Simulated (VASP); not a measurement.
Runs of VASP 6.6.1 on Sc2AlF3. The structure is that of space group P4/mmm (No. 123), or close to it. The cells are those of the table. 

| task | cell | k mesh | cutoff (eV) | gap on the mesh (eV) | pressure (GPa) | relaxed volume (Å³/atom) | largest force (eV/Å) |
| --- | --- | --- | --- | --- | --- | --- | --- |
| single point | a = 3.057, b = 3.057, c = 10.044 Å, 6 atoms | 12 × 12 × 4 | 520 | none | 0.2 | - | 0.01 |
| relaxation of cell and atoms | relaxed from a = 3.062, b = 3.062, c = 10.052 Å, 6 atoms | 12 × 12 × 4 | 600 | none | 0.0 | 15.65 | 0.01 |
| single point | a = 3.107, b = 3.107, c = 10.385 Å, 6 atoms | 6 × 6 × 2 | 520 | none | -8.1 | - | 1.78 |
| relaxation of cell and atoms | relaxed from a = 3.107, b = 3.107, c = 10.385 Å, 6 atoms | 6 × 6 × 2 | 600 | none | 0.0 | (b) | 0.01 |
| single point | a = 3.062, b = 3.062, c = 10.052 Å, 6 atoms | 6 × 6 × 2 | 520 | none | -0.1 | - | (a) |

Alike in all rows: level PBE; potentials or basis VASP PAW PBE potentials, release 64 (Sc_sv, Al, F); no spin polarisation; smearing gaussian 0.1 eV.

**Question.** Estimate the missing entries.

**Answer.** (a) 0.02; (b) 15.63.

Caveats: forces of over 1 eV/Å act on the atoms, so gaps and moduli don't describe the material at rest (some runs).

A gap of «none» marks levels without a gap at the run's occupations.
